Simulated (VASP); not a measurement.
# Al3InAs4 (Pmm2) in VASP: relaxation of cell and atoms with PBE

Aim: the relaxation of cell and atoms of Al3InAs4 with PBE.

Program: VASP 6.6.1. These are calculated values, not measurements. Logs are shortened: lines on timing, memory, paths and dates and some standing lists are left out, and cuts for length are marked.

### 1 The cell of the first run

The structure is orthorhombic, space group Pmm2 (No. 25). Conventional cell: a = 4.124 Å, b = 8.255 Å, c = 5.837 Å, α = 90.00°, β = 90.00°, γ = 90.00°. Al (site symmetry m) has 4 As at 2.48 to 2.50 Å within 3.3 Å. Al (site symmetry mm2) has 4 As at 2.47 to 2.50 Å within 3.3 Å. Within 3.5 Å of In (site symmetry mm2) lie 4 As at 2.64 to 2.65 Å. As (site symmetry m) has 3 Al at 2.47 to 2.49 Å and 1 In at 2.65 Å within 3.3 Å. As (site symmetry mm2) has 2 Al at 2.48 Å and 2 In at 2.64 Å within 3.3 Å. Within 3.3 Å of As (site symmetry mm2) lie 4 Al at 2.50 Å.

### 2 Relaxation of cell and atoms, PBE

INCAR reads:

```
SYSTEM = Al3InAs4
ALGO = Normal
EDIFF = 1E-7
EDIFFG = -0.01
ENCUT = 600
GGA = PE
IBRION = 2
ISIF = 3
ISMEAR = 0
LASPH = .True.
LCHARG = .False.
LREAL = .False.
LWAVE = .False.
NELM = 80
NSW = 100
PREC = Accurate
SIGMA = 0.02
```

KPOINTS reads:

```
k-points
0
Gamma
  8 4 6
  0 0 0
```

POSCAR reads:

```
Al3InAs4
1.0
    4.1236129000      0.0000000000      0.0000000000
    0.0000000000      8.2545528000      0.0000000000
    0.0000000000      0.0000000000      5.8373508000
Al In As
3 1 4
Direct
    0.0000000000      0.7421840000      0.0000870000
    0.0000000000      0.2578160000      0.0000870000
    0.5000000000      0.5000000000      0.5010100000
    0.5000000000      0.0000000000      0.5002330000
    0.5000000000      0.7364500000      0.7607780000
    0.0000000000      0.0000000000      0.2190110000
    0.5000000000      0.2635500000      0.7607780000
    0.0000000000      0.5000000000      0.2580150000
```

Potentials or basis: VASP PAW PBE potentials, release 64 (Al, In_d, As).

Launch:

```bash
> cat potpaw_PBE.64/Al/POTCAR potpaw_PBE.64/In_d/POTCAR potpaw_PBE.64/As/POTCAR > POTCAR
> mpirun -np 1 vasp_std > vasp.out
```

OUTCAR:

```text
SYSTEM = Al3InAs4
   EDIFF = 1E-7
   EDIFFG = -0.01
   ENCUT = 600
   GGA = PE
   IBRION = 2
   ISIF = 3
   ISMEAR = 0
   LASPH = .True.
   LREAL = .False.
   NELM = 80
   NSW = 100
   PREC = Accurate

 ion  position               nearest neighbor table
   1  0.000  0.742  0.000-   6 2.48   5 2.49   5 2.49   8 2.50
   2  0.000  0.258  0.000-   6 2.48   7 2.49   7 2.49   8 2.50
   3  0.500  0.500  0.501-   5 2.47   7 2.47   8 2.50   8 2.50
   4  0.500  0.000  0.500-   6 2.64   6 2.64   7 2.65   5 2.65
   5  0.500  0.736  0.761-   3 2.47   1 2.49   1 2.49   4 2.65
   6  0.000  0.000  0.219-   1 2.48   2 2.48   4 2.64   4 2.64
   7  0.500  0.264  0.761-   3 2.47   2 2.49   2 2.49   4 2.65
   8  0.000  0.500  0.258-   3 2.50   3 2.50   1 2.50   2 2.50

  LATTYP: Found a simple orthorhombic cell.
 ALAT       =     4.1236129000
 B/A-ratio  =     1.4155913616
 C/A-ratio  =     2.0017768399

  Lattice vectors:

 A1 = (  -4.1236129000,   0.0000000000,   0.0000000000)
 A2 = (   0.0000000000,   0.0000000000,   5.8373508000)
 A3 = (   0.0000000000,   8.2545528000,   0.0000000000)

Analysis of symmetry for initial positions (statically):
=====================================================================
 Subroutine PRICEL returns:
 Original cell was already a primitive cell.

 Routine SETGRP: Setting up the symmetry group for a
 simple orthorhombic supercell.

 Subroutine GETGRP returns: Found  4 space group operations
 (whereof  4 operations were pure point group operations)
 out of a pool of  8 trial point group operations.

The static configuration has the point symmetry C_2v.

Analysis of symmetry for dynamics (positions and initial velocities):
=====================================================================
 Subroutine PRICEL returns:
 Original cell was already a primitive cell.

 Routine SETGRP: Setting up the symmetry group for a
 simple orthorhombic supercell.

 Subroutine GETGRP returns: Found  4 space group operations
 (whereof  4 operations were pure point group operations)
 out of a pool of  8 trial point group operations.

The dynamic configuration has the point symmetry C_2v.

 Subroutine INISYM returns: Found  4 space group operations
 (whereof  4 operations are pure point group operations),
[... 177 lines left out ...]
     0.000000000  0.000000000  5.837350800     0.000000000  0.000000000  0.171310588

 POSITION                                       TOTAL-FORCE (eV/Angst)
 -----------------------------------------------------------------------------------
      0.00000      6.12640      0.00051         0.000000      0.001620      0.003229
      0.00000      2.12816      0.00051         0.000000     -0.001620      0.003229
      2.06181      4.12728      2.92457         0.000000      0.000000     -0.004522
      2.06181      0.00000      2.92004         0.000000      0.000000     -0.007553
      2.06181      6.07907      4.44093        -0.000000     -0.001806      0.002011
      0.00000      0.00000      1.27844         0.000000      0.000000      0.002176
      2.06181      2.17549      4.44093         0.000000      0.001806      0.002011
      0.00000      4.12728      1.50612         0.000000      0.000000     -0.000582
 -----------------------------------------------------------------------------------
    total drift:                                0.000000      0.000000      0.001714

  FREE ENERGIE OF THE ION-ELECTRON SYSTEM (eV)
  ---------------------------------------------------
  free  energy   TOTEN  =       -35.8081385824 eV

  energy  without entropy=      -35.8081385824  energy(sigma->0) =      -35.80813858

--------------------------------------- Ionic step        2  -------------------------------------------

 number of electron      41.9999997 magnetization

 Free energy of the ion-electron system (eV)
  ---------------------------------------------------
  ext. energy  EPLUGINS =         0.00000000
  ---------------------------------------------------
  free energy    TOTEN  =       -35.80827927 eV

  energy without entropy =      -35.80827927  energy(sigma->0) =      -35.80827927

 E-fermi :   3.8827     XC(G=0):  -8.9036

 val. band max:        3.7960391568   @ k =   0.0000   0.0000   0.0000
 cond. band min:       4.8133233894   @ k =   0.0000   0.0000   0.0000
 fundamental gap:      1.0172842326
 Fermi energy:         3.8826999723

 k-point     1 :       0.0000    0.0000    0.0000
  band No.  band energies     occupation
      1     -10.3881      2.00000
      2     -10.3349      2.00000
      3     -10.2924      2.00000
      4     -10.2258      2.00000
      5     -10.2219      2.00000
      6      -7.9190      2.00000
[... 685 lines left out ...]
     25       6.8165      0.00000
     26       7.1443      0.00000

 [... further k-points ...]

------------------------ aborting loop because EDIFF is reached ----------------------------------------

  FORCE on cell =-STRESS in cart. coord.  units (eV):
  Direction    XX          YY          ZZ          XY          YZ          ZX
  --------------------------------------------------------------------------------------
  -------------------------------------------------------------------------------------
  Total       -0.0642743     -0.0723821     -0.0647250      0.0000000      0.0000000      0.0000000
  in kB       -0.5167204     -0.5819020     -0.5203440      0.0000000      0.0000000      0.0000000
  external PRESSURE =      -0.5396555 kB  Pullay stress =       0.0000000 kB

 VOLUME and BASIS-vectors are now :
 -----------------------------------------------------------------------------
  energy-cutoff  :      600.00
  volume of cell :      199.29
      direct lattice vectors                 reciprocal lattice vectors
     4.127418842  0.000000000  0.000000000     0.242282172  0.000000000  0.000000000
     0.000000000  8.263318929  0.000000000     0.000000000  0.121016750  0.000000000
     0.000000000  0.000000000  5.843312249     0.000000000  0.000000000  0.171135814

 POSITION                                       TOTAL-FORCE (eV/Angst)
 -----------------------------------------------------------------------------------
      0.00000      6.13298      0.00066        -0.000000      0.001364      0.002258
      0.00000      2.13034      0.00066        -0.000000     -0.001364      0.002258
      2.06371      4.13166      2.92734        -0.000000      0.000000      0.002329
      2.06371      0.00000      2.92265        -0.000000      0.000000     -0.003630
      2.06371      6.08543      4.44556         0.000000     -0.000763     -0.001578
      0.00000      0.00000      1.27985        -0.000000      0.000000      0.002680
      2.06371      2.17788      4.44556        -0.000000      0.000763     -0.001578
      0.00000      4.13166      1.50763        -0.000000      0.000000     -0.002740
 -----------------------------------------------------------------------------------
    total drift:                                0.000000     -0.000000      0.000104

  FREE ENERGIE OF THE ION-ELECTRON SYSTEM (eV)
  ---------------------------------------------------
  free  energy   TOTEN  =       -35.8082792705 eV

  energy  without entropy=      -35.8082792705  energy(sigma->0) =      -35.80827927

 reached required accuracy - stopping structural energy minimisation
```

CONTCAR:

```text
Al3InAs4
   1.00000000000000
     4.1274188417675388    0.0000000000000000    0.0000000000000000
     0.0000000000000000    8.2633189294294986    0.0000000000000000
     0.0000000000000000    0.0000000000000000    5.8433122486130396
  Al              In              As
     3     1     4
Direct
     0.0000000000000000    0.7421934656622045    0.0001136873558981
     0.0000000000000000    0.2578065343377956    0.0001136873558981
     0.5000000000000000    0.5000000000000000    0.5009726313479889
     0.5000000000000000    0.0000000000000000    0.5001705808466470
     0.5000000000000000    0.7364394461106345    0.7607946188025291
     0.0000000000000000    0.0000000000000000    0.2190289813813846
     0.5000000000000000    0.2635605538893655    0.7607946188025291
     0.0000000000000000    0.5000000000000000    0.2580101941071348

  0.00000000E+00  0.00000000E+00  0.00000000E+00
  0.00000000E+00  0.00000000E+00  0.00000000E+00
  0.00000000E+00  0.00000000E+00  0.00000000E+00
  0.00000000E+00  0.00000000E+00  0.00000000E+00
  0.00000000E+00  0.00000000E+00  0.00000000E+00
  0.00000000E+00  0.00000000E+00  0.00000000E+00
  0.00000000E+00  0.00000000E+00  0.00000000E+00
  0.00000000E+00  0.00000000E+00  0.00000000E+00
```

Wall time 22 min (1 thread of Oxide Virtual Turin-like, shared host); peak memory 0.58 GiB.

Results:

- Free energy: -35.8083 eV
- Relaxed volume: 24.91 Å³/atom
- Relaxed cell: a = 4.127 Å, b = 8.263 Å, c = 5.843 Å, α = 90.00°, β = 90.00°, γ = 90.00°
- Space group after relaxing (to 0.1 Å): Pmm2 (No. 25)
- Energy gained by relaxing: 0.0 meV/atom
- Ionic steps: 2
- Pressure after relaxing: -0.1 GPa
- Largest force after relaxing: 0.004 eV/Å
- Band gap on the k mesh: 1.02 eV

Forces in eV/Å, atoms in the order of the input:
```
Al   0.000  0.001  0.002
Al   0.000 -0.001  0.002
Al   0.000  0.000  0.002
In   0.000  0.000 -0.004
As   0.000 -0.001 -0.002
As   0.000  0.000  0.003
As   0.000  0.001 -0.002
As   0.000  0.000 -0.003
```

The path:
| step | energy change (eV) | largest force (eV/Å) | pressure (GPa) | volume (Å³) |
| --- | --- | --- | --- | --- |
| 1 | 0.0000 | 0.0076 | 0.13 | 198.70 |
| 2 | -0.0001 | 0.0036 | -0.05 | 199.29 |

Final structure:
```yaml
crystal:
  lattice:
    - [4.12742, 0.00000, 0.00000]
    - [0.00000, 8.26332, 0.00000]
    - [0.00000, 0.00000, 5.84331]
  atoms:
    - { symbol: Al, position: [0.00000, 0.74219, 0.00011] }
    - { symbol: Al, position: [0.00000, 0.25781, 0.00011] }
    - { symbol: Al, position: [0.50000, 0.50000, 0.50097] }
    - { symbol: In, position: [0.50000, 0.00000, 0.50017] }
    - { symbol: As, position: [0.50000, 0.73644, 0.76079] }
    - { symbol: As, position: [0.00000, 0.00000, 0.21903] }
    - { symbol: As, position: [0.50000, 0.26356, 0.76079] }
    - { symbol: As, position: [0.00000, 0.50000, 0.25801] }
```

Caveat: spin-orbit coupling is left out, which moves the levels of the heavy elements. A k mesh can miss the band edges.
